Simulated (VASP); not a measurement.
A run of VASP 6.6.1 is set up as follows.

The input INCAR:

```
PREC = Accurate
ENCUT = 520
EDIFF = 1E-6
ISMEAR = 0
SIGMA = 0.05
LREAL = False
LASPH = True
NELM = 80
ALGO = Normal
ISIF = 2
LWAVE = False
LCHARG = False
GGA = PE
NBANDS = 16
```

File KPOINTS:

```
regular mesh
0
Gamma
  8 8 8
```

File POSCAR:

```
CdS
1.0
    0.0000000000      2.7936000000      2.7936000000
    2.7936000000      0.0000000000      2.7936000000
    2.7936000000      2.7936000000      0.0000000000
Cd S
1 1
Direct
    0.0000000000      0.0000000000      0.0000000000
    0.7500000000      0.7500000000      0.7500000000
```

Potentials or basis: VASP PAW PBE potentials, release 64 (Cd, S).

Launch:

```bash
$ cat potpaw_PBE.64/Cd/POTCAR potpaw_PBE.64/S/POTCAR > POTCAR
$ mpirun -np 1 vasp_std > vasp.out
```

(1) Predict the pressure.

(2) What does it give for the band gap on the k mesh?

Answers

(1) 14.8 GPa.

(2) 1.42 eV.

Caveat: the cell differs from its parent crystal (strain -0.040 along x and y, -0.040 along z); the cell stands under pressure.
